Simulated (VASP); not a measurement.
# AgBr (Fm-3m) in VASP: single point with HSE06

Aim: the single point of AgBr with HSE06.

Program: VASP 6.6.1. These are calculated values, not measurements. Logs are shortened: lines on timing, memory, paths and dates and some standing lists are left out, and cuts for length are marked.

## 1. The cell of the first run

The structure is cubic, space group Fm-3m (No. 225). Conventional cell: a = 5.785 Å, b = 5.785 Å, c = 5.785 Å, α = 90.00°, β = 90.00°, γ = 90.00°. Within 3.8 Å of Ag (site symmetry m-3m) lie 6 Br at 2.89 Å. Br (site symmetry m-3m) has 6 Ag at 2.89 Å within 3.8 Å.

## 2. Single point, HSE06

File POSCAR:

```
AgBr
1.0
    0.0000000000      2.8927333520      2.8927333520
    2.8927333520      0.0000000000      2.8927333520
    2.8927333520      2.8927333520      0.0000000000
Ag Br
1 1
Direct
    0.0000000000      0.0000000000      0.0000000000
    0.5000000000      0.5000000000      0.5000000000
```

File INCAR.step1:

```
SYSTEM = AgBr
PREC = Accurate
ENCUT = 400
EDIFF = 1E-5
ISMEAR = 0
SIGMA = 0.01
LREAL = .FALSE.
LASPH = .TRUE.
NELM = 120
ALGO = Normal
ISIF = 2
LWAVE = .TRUE.
GGA = PE
NBANDS = 16
GGA_COMPAT = .FALSE.
```

File INCAR.step2:

```
SYSTEM = AgBr
PREC = Accurate
ENCUT = 400
EDIFF = 1E-6
ISMEAR = 0
SIGMA = 0.01
LREAL = .FALSE.
LASPH = .TRUE.
NELM = 120
ALGO = Normal
ISIF = 2
LWAVE = .FALSE.
LCHARG = .TRUE.
GGA = PE
LHFCALC = .TRUE.
HFSCREEN = 0.2079
PRECFOCK = Normal
LELF = .TRUE.
LVHAR = .TRUE.
ISTART = 1
NBANDS = 16
GGA_COMPAT = .FALSE.
```

File KPOINTS:

```
regular mesh
0
G
  6 6 6
  0 0 0
```

Potentials or basis: VASP PAW PBE potentials, release 64 (Ag, Br).

Run with:

```
> cat potpaw_PBE.64/Ag/POTCAR potpaw_PBE.64/Br/POTCAR > POTCAR
> cp INCAR.step1 INCAR
> mpirun -np 1 vasp_std > vasp.out
> cp INCAR.step2 INCAR
> mpirun -np 1 vasp_std > vasp.out
```

OUTCAR:

```text
SYSTEM = AgBr
   PREC = Accurate
   ENCUT = 400
   EDIFF = 1E-6
   ISMEAR = 0
   LREAL = .FALSE.
   LASPH = .TRUE.
   NELM = 120
   ISIF = 2
   GGA = PE
   LHFCALC = .TRUE.
   HFSCREEN = 0.2079
   PRECFOCK = Normal
   ISTART = 1

 ion  position               nearest neighbor table
   1  0.000  0.000  0.000-   2 2.89   2 2.89   2 2.89   2 2.89   2 2.89   2 2.89
   2  0.500  0.500  0.500-   1 2.89   1 2.89   1 2.89   1 2.89   1 2.89   1 2.89

  LATTYP: Found a face centered cubic cell.
 ALAT       =     5.7854667040

  Lattice vectors:

 A1 = (   0.0000000000,   2.8927333520,   2.8927333520)
 A2 = (   2.8927333520,   0.0000000000,   2.8927333520)
 A3 = (   2.8927333520,   2.8927333520,   0.0000000000)

Analysis of symmetry for initial positions (statically):
=====================================================================
 Subroutine PRICEL returns:
 Original cell was already a primitive cell.

 Routine SETGRP: Setting up the symmetry group for a
 face centered cubic supercell.

 Subroutine GETGRP returns: Found 48 space group operations
 (whereof 48 operations were pure point group operations)
 out of a pool of 48 trial point group operations.

The static configuration has the point symmetry O_h .

Analysis of symmetry for dynamics (positions and initial velocities):
=====================================================================
 Subroutine PRICEL returns:
 Original cell was already a primitive cell.

 Routine SETGRP: Setting up the symmetry group for a
 face centered cubic supercell.

 Subroutine GETGRP returns: Found 48 space group operations
 (whereof 48 operations were pure point group operations)
 out of a pool of 48 trial point group operations.

The dynamic configuration has the point symmetry O_h .

 Subroutine INISYM returns: Found 48 space group operations
 (whereof 48 operations are pure point group operations),
 and found     1 'primitive' translations

----------------------------------------------------------------------------------------

                                     Primitive cell

  volume of cell :      48.4122

  direct lattice vectors                    reciprocal lattice vectors
     0.000000000  2.892733352  2.892733352    -0.172846903  0.172846903  0.172846903
     2.892733352  0.000000000  2.892733352     0.172846903 -0.172846903  0.172846903
     2.892733352  2.892733352  0.000000000     0.172846903  0.172846903 -0.172846903

  length of vectors
     4.090942739  4.090942739  4.090942739     0.299379617  0.299379617  0.299379617

  position of ions in fractional coordinates (direct lattice)
     0.000000000  0.000000000  0.000000000
     0.500000000  0.500000000  0.500000000

  ion indices of the primitive-cell ions
   primitive index   ion index
                 1           1
                 2           2

----------------------------------------------------------------------------------------

 KPOINTS: regular mesh

Automatic generation of k-mesh.
 Grid dimensions read from file:
 generate k-points for:    6    6    6

 Generating k-lattice:

  Cartesian coordinates                     Fractional coordinates (reciprocal lattice)
    -0.028807817  0.028807817  0.028807817     0.166666667  0.000000000  0.000000000
     0.028807817 -0.028807817  0.028807817     0.000000000  0.166666667  0.000000000
     0.028807817  0.028807817 -0.028807817     0.000000000  0.000000000  0.166666667

  Length of vectors
     0.049896603  0.049896603  0.049896603

  Shift w.r.t. Gamma in fractional coordinates (k-lattice)
     0.000000000  0.000000000  0.000000000

 Subroutine IBZKPT returns following result:
 ===========================================

 Found     16 irreducible k-points:

 Following reciprocal coordinates:
            Coordinates               Weight
  0.000000  0.000000  0.000000      1.000000
  0.166667  0.000000  0.000000      8.000000
  0.333333  0.000000  0.000000      8.000000
  0.500000  0.000000  0.000000      4.000000
  0.166667  0.166667  0.000000      6.000000
  0.333333  0.166667  0.000000     24.000000
[... 8 lines left out ...]
 -0.333333  0.333333  0.166667     24.000000
 -0.333333  0.500000  0.166667     12.000000
   k-points           NKPTS =     16   k-points in BZ     NKDIM =    216   number of bands    NBANDS=     16
   number of dos      NEDOS =    301   number of ions     NIONS =      2
   total plane-waves  NPLWV =  21952
   dimension x,y,z NGX =    28 NGY =   28 NGZ =   28
   dimension x,y,z NGXF=    56 NGYF=   56 NGZF=   56
   ions per type =               1   1
   NGX,Y,Z   is equivalent  to a cutoff of  11.38, 11.38, 11.38 a.u.
   NGXF,Y,Z  is equivalent  to a cutoff of  22.76, 22.76, 22.76 a.u.
 SYSTEM =  AgBr
   PREC   = accura    normal or accurate (medium, high low for compatibility)
   ISTART =      1    job   : 0-new  1-cont  2-samecut
   ICHARG =      0    charge: 1-file 2-atom 10-const
   ISPIN  =      1    spin polarized calculation?
   LNONCOLLINEAR =      F non collinear calculations
   LSORBIT =      F    spin-orbit coupling
   LASPH  =      T    aspherical Exc in radial PAW
   ENCUT  =  400.0 eV  29.40 Ry    5.42 a.u.   6.67  6.67  6.67*2*pi/ulx,y,z
   NELM   =    120;   NELMIN=  2; NELMDL=  0     # of ELM steps
   EDIFF  = 0.1E-05   stopping-criterion for ELM
   LREAL  =      F    real-space projection
   EDIFFG = 0.1E-04   stopping-criterion for IOM
   NSW    =      0    number of steps for IOM
   IBRION =     -1    ionic relax: 0-MD 1-quasi-New 2-CG
   NFREE  =      0    steps in history (QN), initial steepest desc. (CG)
   ISIF   =      2    stress and relaxation
   ISYM   =      3    0-nonsym 1-usesym 2-fastsym
   POTIM  = 0.5000    time-step for ionic-motion
   TEBEG  =    0.0;   TEEND  =   0.0 temperature during run
   PSTRESS=    0.0 pullay stress
   NELECT =      18.0000    total number of electrons
   NUPDOWN=      -1.0000    fix difference up-down
   EMIN   =  10.00;   EMAX   =-10.00  energy-range for DOS
   EFERMI =   0.00;   METHOD = LEGACY
   ISMEAR =     0;   SIGMA  =   0.01  broadening in eV -4-tet -1-fermi 0-gaus
   EFERMI_NEDOS =   21; number of points for ismear=-14 and -15
   IALGO  =     38    algorithm
   IMIX   =      1    mixing-type and parameters
     AMIX     =   0.40;   BMIX     =  1.00
     AMIX_MAG =   1.60;   BMIX_MAG =  1.00
  volume/ion in A,a.u.               =      24.21       163.35
  Fermi-wavevector in a.u.,A,eV,Ry     =   1.177192  2.224570 18.854692  1.385781
  Thomas-Fermi vector in A             =   2.313543
   LORBIT       =      0    0 simple, 1 ext, 2 COOP (PROOUT), +10 PAW based schemes
   GGA     = PE    functional components
   LHFCALC =     T    Hartree Fock is set to
   PRECFOCK=normal    Normal, Fast or Accurate (Low or Medium for compatibility)
   ENCUT4O =  -1.0   cutoff for four orbital integrals eV
   NKREDX  =     1    reduce k-point grid by
   NKREDY  =     1    reduce k-point grid by
   NKREDZ  =     1    reduce k-point grid by
   AEXX    =    0.2500 exact exchange contribution
   HFSCREEN=    0.2079 screening length (either q_TF or 0.3 A-1)
   HFSCREENC=   0.2079 screening length for correlation (either q_TF or 0.3 A-1)
   ENCUTFOCK=  -1.0 apply spherical cutoff to Coloumb kernel
   IVDW    =     0    specifies the selected vdW correction
   LEPSILON=     F    determine dielectric tensor
   LRPA    =     F    only Hartree local field effects (RPA)
 non-spin polarized calculation
 Gauss-broadening in eV      SIGMA  =   0.01
  energy-cutoff  :      400.00
  volume of cell :       48.41
 maximum number of plane-waves:       899
  NGX = 24; NGY = 24; NGZ = 24

 number of electron      17.9999992 magnetization

 Free energy of the ion-electron system (eV)
  ---------------------------------------------------
  ext. energy  EPLUGINS =         0.00000000
  ---------------------------------------------------
  free energy    TOTEN  =        -6.09930047 eV

  energy without entropy =       -6.09930047  energy(sigma->0) =       -6.09930047

 E-fermi :   2.4674     XC(G=0):  -8.0471

 val. band max:        2.4189413145   @ k =   0.5000   0.0000   0.0000
 cond. band min:       4.4253690137   @ k =   0.0000   0.0000   0.0000
 fundamental gap:      2.0064276991
 Fermi energy:         2.4673708994

 k-point     1 :       0.0000    0.0000    0.0000
  band No.  band energies     occupation
      1     -13.5320      2.00000
      2      -0.8349      2.00000
      3      -0.8349      2.00000
      4      -0.8016      2.00000
      5      -0.8016      2.00000
      6      -0.8016      2.00000
[... 8 lines left out ...]
     15      15.9210      0.00000
     16      15.9210      0.00000

 k-point     2 :       0.1667    0.0000    0.0000
  band No.  band energies     occupation
      1     -13.4231      2.00000
      2      -1.2936      2.00000
      3      -1.2936      2.00000
      4      -1.1834      2.00000
      5      -0.7353      2.00000
      6      -0.7353      2.00000
[... 8 lines left out ...]
     15      14.8721      0.00000
     16      15.2003      0.00000

 k-point     3 :       0.3333    0.0000    0.0000
  band No.  band energies     occupation
      1     -13.1908      2.00000
      2      -2.3240      2.00000
      3      -1.8520      2.00000
      4      -1.8520      2.00000
      5      -0.5922      2.00000
      6      -0.5922      2.00000
[... 8 lines left out ...]
     15      15.9751      0.00000
     16      15.9751      0.00000

 k-point     4 :       0.5000    0.0000    0.0000
  band No.  band energies     occupation
      1     -13.0662      2.00000
      2      -2.8564      2.00000
      3      -2.0620      2.00000
      4      -2.0620      2.00000
      5      -0.5187      2.00000
      6      -0.5187      2.00000
[... 8 lines left out ...]
     15      17.2213      0.00000
     16      17.2213      0.00000
[... 172 lines left out ...]
 k-point    14 :       0.5000    0.3333    0.1667
  band No.  band energies     occupation
      1     -13.0852      2.00000
      2      -2.3054      2.00000
      3      -1.8072      2.00000
      4      -1.3653      2.00000
      5      -0.5997      2.00000
      6      -0.5232      2.00000
[... 8 lines left out ...]
     15      17.8698      0.00000
     16      19.2033      0.00000

 k-point    15 :      -0.3333    0.3333    0.1667
  band No.  band energies     occupation
      1     -13.0183      2.00000
      2      -2.1896      2.00000
      3      -1.7919      2.00000
      4      -1.7527      2.00000
      5      -0.5599      2.00000
      6      -0.4895      2.00000
[... 8 lines left out ...]
     15      16.8086      0.00000
     16      18.7096      0.00000

 k-point    16 :      -0.3333    0.5000    0.1667
  band No.  band energies     occupation
      1     -13.0105      2.00000
      2      -1.7746      2.00000
      3      -1.7023      2.00000
      4      -1.3841      2.00000
      5      -0.4251      2.00000
      6      -0.4186      2.00000
[... 8 lines left out ...]
     15      17.6811      0.00000
     16      18.8994      0.00000

------------------------ aborting loop because EDIFF is reached ----------------------------------------

  FORCE on cell =-STRESS in cart. coord.  units (eV):
  Direction    XX          YY          ZZ          XY          YZ          ZX
  --------------------------------------------------------------------------------------
  -------------------------------------------------------------------------------------
  Total        0.1897317      0.1897317      0.1897317     -0.0000000     -0.0000000      0.0000000
  in kB        6.2790703      6.2790703      6.2790703     -0.0000000     -0.0000000      0.0000000
  external PRESSURE =       6.2790703 kB  Pullay stress =       0.0000000 kB

 VOLUME and BASIS-vectors are now :
 -----------------------------------------------------------------------------
  energy-cutoff  :      400.00
  volume of cell :       48.41
      direct lattice vectors                 reciprocal lattice vectors
     0.000000000  2.892733352  2.892733352    -0.172846903  0.172846903  0.172846903
     2.892733352  0.000000000  2.892733352     0.172846903 -0.172846903  0.172846903
     2.892733352  2.892733352  0.000000000     0.172846903  0.172846903 -0.172846903

 POSITION                                       TOTAL-FORCE (eV/Angst)
 -----------------------------------------------------------------------------------
      0.00000      0.00000      0.00000        -0.000000      0.000000      0.000000
      2.89273      2.89273      2.89273         0.000000     -0.000000     -0.000000
 -----------------------------------------------------------------------------------
    total drift:                               -0.000003     -0.000005     -0.000005

  FREE ENERGIE OF THE ION-ELECTRON SYSTEM (eV)
  ---------------------------------------------------
  free  energy   TOTEN  =        -6.0993004712 eV

  energy  without entropy=       -6.0993004712  energy(sigma->0) =       -6.09930047
```

Run time: 61 min. Hardware: 1 thread of Oxide Virtual Turin-like, shared host; peak memory 0.25 GiB.

Results:

```
Free energy            : -6.0993 eV
Pressure               : 0.6 GPa
Band gap on the k mesh : 2.01 eV (least direct gap 3.76 eV)
```

Levels at points of the mesh, in eV from the valence-band top:
```
           k point  band 6  band 7  band 8  band 9  band 10  band 11  band 12  band 13
(0.00, 0.00, 0.00)   -3.22   -1.75   -1.75   -1.75     2.01    11.31    11.31    11.31
(0.50, 0.00, 0.00)   -2.94   -2.46    0.00    0.00     5.03     8.23     8.23     8.25
(0.50, 0.50, 0.00)   -2.84   -2.76   -2.69   -2.69     3.08     8.29    10.53    12.68
```

Caveat: the PAW data sets were made with another functional, which shifts forces and pressure a little.
